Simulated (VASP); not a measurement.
# LiF (Imm2) in VASP: notebook, part 2 of 3

VASP 6.6.1.

## (3) Single point, PBE

INCAR reads:

```
SYSTEM = LiF
ALGO = Normal ; EDIFF = 1E-7
ENCUT = 520 ; GGA = PE
ISIF = 2 ; ISMEAR = 0
LASPH = .True. ; LCHARG = .True.
LELF = .True. ; LREAL = .False.
LVHAR = .True. ; LWAVE = .False.
NBANDS = 12 ; NELM = 80
PREC = Accurate ; SIGMA = 0.05
```

KPOINTS reads:

```
k-points
0
Gamma
  10 10 10
  0 0 0
```

POSCAR reads:

```
LiF
1.0
    0.0000000000      2.0140000000      2.0140000000
    2.0140000000      0.0000000000      2.0140000000
    2.0140000000      2.0140000000      0.0000000000
Li F
1 1
Direct
   -0.0087773930      0.0000000000      0.0000000000
    0.5000000000      0.5000000000      0.5000000000
```

Potentials or basis: VASP PAW PBE potentials, release 64 (Li_sv, F).

Run with:

```bash
cat potpaw_PBE.64/Li_sv/POTCAR potpaw_PBE.64/F/POTCAR > POTCAR
mpirun -np 1 vasp_std > vasp.out
```

OUTCAR:

```text
SYSTEM = LiF
   EDIFF = 1E-7
   ENCUT = 520
   GGA = PE
   ISIF = 2
   ISMEAR = 0
   LASPH = .True.
   LREAL = .False.
   NELM = 80
   PREC = Accurate

 ion  position               nearest neighbor table
   1  0.991  0.000  0.000-   2 2.00   2 2.00   2 2.01   2 2.01   2 2.03   2 2.03
   2  0.500  0.500  0.500-   1 2.00   1 2.00   1 2.01   1 2.01   1 2.03   1 2.03

  LATTYP: Found a face centered cubic cell.
 ALAT       =     4.0280000000

  Lattice vectors:

 A1 = (   0.0000000000,   2.0140000000,   2.0140000000)
 A2 = (   2.0140000000,   0.0000000000,   2.0140000000)
 A3 = (   2.0140000000,   2.0140000000,   0.0000000000)

Analysis of symmetry for initial positions (statically):
=====================================================================
 Subroutine PRICEL returns:
 Original cell was already a primitive cell.

 Routine SETGRP: Setting up the symmetry group for a
 face centered cubic supercell.

 Subroutine GETGRP returns: Found  4 space group operations
 (whereof  4 operations were pure point group operations)
 out of a pool of 48 trial point group operations.

The static configuration has the point symmetry C_2v.

Analysis of symmetry for dynamics (positions and initial velocities):
=====================================================================
 Subroutine PRICEL returns:
 Original cell was already a primitive cell.

 Routine SETGRP: Setting up the symmetry group for a
 face centered cubic supercell.

 Subroutine GETGRP returns: Found  4 space group operations
 (whereof  4 operations were pure point group operations)
 out of a pool of 48 trial point group operations.

The dynamic configuration has the point symmetry C_2v.

 Subroutine INISYM returns: Found  4 space group operations
 (whereof  4 operations are pure point group operations),
 and found     1 'primitive' translations

----------------------------------------------------------------------------------------

                                     Primitive cell

  volume of cell :      16.3384

[... 113 lines left out ...]
   GGA     = PE    functional components
   LHFCALC =     F    Hartree Fock is set to
   AEXX    =    0.0000 exact exchange contribution
   IVDW    =     0    specifies the selected vdW correction
   LEPSILON=     F    determine dielectric tensor
   LRPA    =     F    only Hartree local field effects (RPA)
 non-spin polarized calculation
 Gauss-broadening in eV      SIGMA  =   0.05
  energy-cutoff  :      520.00
  volume of cell :       16.34
 maximum number of plane-waves:       459
 NGX is ok and might be reduce to    24
   NGX = 11   NGY = 11   NGZ = 11

 number of electron      10.0000000 magnetization

 number of electron       9.9999997 magnetization

 Free energy of the ion-electron system (eV)
  ---------------------------------------------------
  ext. energy  EPLUGINS =         0.00000000
  ---------------------------------------------------
  free energy    TOTEN  =        -9.63703116 eV

  energy without entropy =       -9.63703116  energy(sigma->0) =       -9.63703116

 E-fermi :  -0.5954     XC(G=0):  -9.9822

 val. band max:       -1.0187657497   @ k =   0.0000   0.0000   0.0000
 cond. band min:       8.0675280097   @ k =   0.0000   0.0000   0.0000
 fundamental gap:      9.0862937595
 Fermi energy:        -0.5954018646

 k-point     1 :       0.0000    0.0000    0.0000
  band No.  band energies     occupation
      1     -41.9382      2.00000
      2     -20.9939      2.00000
      3      -1.0200      2.00000
      4      -1.0188      2.00000
      5      -1.0188      2.00000
      6       8.0675      0.00000
      7      22.8853      0.00000
      8      22.8885      0.00000
      9      22.9491      0.00000
     10      23.3053      0.00000
     11      23.3698      0.00000
     12      23.3702      0.00000
[... 331 lines left out ...]
 k-point    24 :       0.1000    0.0000    0.4000
  band No.  band energies     occupation
      1     -41.8867      2.00000
      2     -20.6039      2.00000
      3      -3.1581      2.00000
      4      -1.3793      2.00000
      5      -1.3465      2.00000
      6      10.1204      0.00000
      7      15.6644      0.00000
      8      18.2800      0.00000
      9      18.4704      0.00000
     10      25.6810      0.00000
     11      29.7656      0.00000
     12      29.9664      0.00000

 [... further k-points ...]
[... 5 lines left out ...]
  --------------------------------------------------------------------------------------
  -------------------------------------------------------------------------------------
  Total        0.1699392      0.1748034      0.1748034      0.0000000     -0.0005948      0.0000000
  in kB       16.6646365     17.1416235     17.1416235      0.0000000     -0.0583275      0.0000000
  external PRESSURE =      16.9826278 kB  Pullay stress =       0.0000000 kB

 VOLUME and BASIS-vectors are now :
 -----------------------------------------------------------------------------
  energy-cutoff  :      520.00
  volume of cell :       16.34
      direct lattice vectors                 reciprocal lattice vectors
     0.000000000  2.014000000  2.014000000    -0.248262165  0.248262165  0.248262165
     2.014000000  0.000000000  2.014000000     0.248262165 -0.248262165  0.248262165
     2.014000000  2.014000000  0.000000000     0.248262165  0.248262165 -0.248262165

 POSITION                                       TOTAL-FORCE (eV/Angst)
 -----------------------------------------------------------------------------------
      0.00000      1.99632      1.99632        -0.000000      0.029531      0.029531
      2.01400      2.01400      2.01400         0.000000     -0.029531     -0.029531
 -----------------------------------------------------------------------------------
    total drift:                                0.000000     -0.000052     -0.000052

  FREE ENERGIE OF THE ION-ELECTRON SYSTEM (eV)
  ---------------------------------------------------
  free  energy   TOTEN  =        -9.6370311557 eV

  energy  without entropy=       -9.6370311557  energy(sigma->0) =       -9.63703116
```

OSZICAR:

```text
N       E                     dE             d eps       ncg     rms          rms(c)
DAV:   1     0.316082691639E+02    0.31608E+02   -0.53454E+03  4268   0.839E+02
DAV:   2    -0.905330384865E+01   -0.40662E+02   -0.39781E+02  4948   0.188E+02
DAV:   3    -0.101376491042E+02   -0.10843E+01   -0.10817E+01  5376   0.269E+01
DAV:   4    -0.101478574275E+02   -0.10208E-01   -0.10208E-01  4708   0.281E+00
DAV:   5    -0.101479723415E+02   -0.11491E-03   -0.11491E-03  5360   0.217E-01    0.454E+00
DAV:   6    -0.962577987409E+01    0.52219E+00   -0.25003E+00  4628   0.980E+00    0.139E+00
DAV:   7    -0.963012076492E+01   -0.43409E-02   -0.18486E-02  5384   0.119E+00    0.860E-01
DAV:   8    -0.963692402845E+01   -0.68033E-02   -0.15089E-02  4984   0.127E+00    0.111E-01
DAV:   9    -0.963694552106E+01   -0.21493E-04   -0.94656E-04  4748   0.277E-01    0.432E-02
DAV:  10    -0.963702899418E+01   -0.83473E-04   -0.13480E-04  4752   0.912E-02    0.163E-02
DAV:  11    -0.963703060396E+01   -0.16098E-05   -0.72687E-06  5172   0.249E-02    0.195E-03
DAV:  12    -0.963703113177E+01   -0.52781E-06   -0.48652E-07  4892   0.611E-03    0.896E-04
DAV:  13    -0.963703115575E+01   -0.23980E-07   -0.54618E-08  3272   0.211E-03
   1 F= -.96370312E+01 E0= -.96370312E+01  d E =-.120356E-34
```

It took 11 s on 1 thread of Intel Xeon 6975P-C (Granite Rapids), shared host; peak memory 0.15 GiB.

What came out:

```yaml
Free_energy: -9.6370 eV
Largest_force: 0.042 eV/Å
Band_gap_on_the_k_mesh: 9.09 eV, direct
```

Forces in eV/Å, atoms in the order of the input:
```
Li   0.000  0.030  0.030
F    0.000 -0.030 -0.030
```

Caveat: the cell differs from its parent crystal (all Li atoms moved +0.025 Å, as atom 1 towards its neighbour atom 1 (Li) at 2.848 Å); the cutoff is under 1.25 times the usual one of these potentials, so pressure, stress and relaxed cells hold a basis-set (Pulay) error. A k mesh can miss the band edges.

## (4) Single point, PBE

INCAR reads:

```
SYSTEM = LiF
ALGO     = Normal         ! electronic algorithm
EDIFF    = 1E-6           ! SCF threshold, eV
ENCUT    = 520            ! plane-wave cutoff, eV
GGA      = PE             ! functional
ISIF     = 2              ! what is computed and relaxed
ISMEAR   = 0              ! smearing method
LASPH    = .True.         ! aspherical terms in the spheres
LCHARG   = .True.         ! write CHGCAR
LELF     = .True.         ! ELF
LREAL    = .False.        ! projectors in reciprocal space
LVHAR    = .True.       
LWAVE    = .False.        ! write WAVECAR
NBANDS   = 12             ! bands
NELM     = 80             ! most SCF steps
PREC     = Accurate       ! precision mode
SIGMA    = 0.05           ! smearing width, eV
```

KPOINTS is that of step 3.

POSCAR: that of step 3 with these lines changed.

```diff
@@ -8,3 +8,3 @@
 Direct
-   -0.0087773930      0.0000000000      0.0000000000
+   -0.0307208755      0.0000000000      0.0000000000
     0.5000000000      0.5000000000      0.5000000000
```

Run with:

```bash
cat potpaw_PBE.64/Li_sv/POTCAR potpaw_PBE.64/F/POTCAR > POTCAR
mpirun -np 1 vasp_std > vasp.out
```

It took 10 s on 1 thread of Intel Xeon 6975P-C (Granite Rapids), shared host; peak memory 0.15 GiB.

It converged, with:

```
Free energy            : -9.6311 eV
Largest force          : 0.149 eV/Å
Band gap on the k mesh : 9.08 eV, direct
```

Forces on the atoms (eV/Å):
```
Li   0.000  0.105  0.105
F    0.000 -0.105 -0.105
```

Levels at points of the mesh, in eV from the valence-band top:
```
           k point  band 3  band 4  band 5  band 6  band 7  band 8
(0.00, 0.00, 0.00)   -0.01    0.00    0.00    9.08   23.56   23.59
(0.50, 0.00, 0.00)   -2.52   -0.24   -0.23   10.79   16.71   18.92
(0.00, 0.50, 0.00)   -2.52   -0.24   -0.23   10.78   16.66   18.93
(0.50, 0.50, 0.00)   -3.00   -1.00   -1.00   14.77   16.43   17.40
(0.00, 0.50, 0.50)   -3.01   -1.01   -0.99   14.81   16.38   17.29
```

Caveat: the cell differs from its parent crystal (all Li atoms moved +0.087 Å, as atom 1 towards its neighbour atom 1 (Li) at 2.848 Å); the cutoff is under 1.25 times the usual one of these potentials, so pressure, stress and relaxed cells hold a basis-set (Pulay) error. A k mesh can miss the band edges.

(Continued in part 3 of 3.)
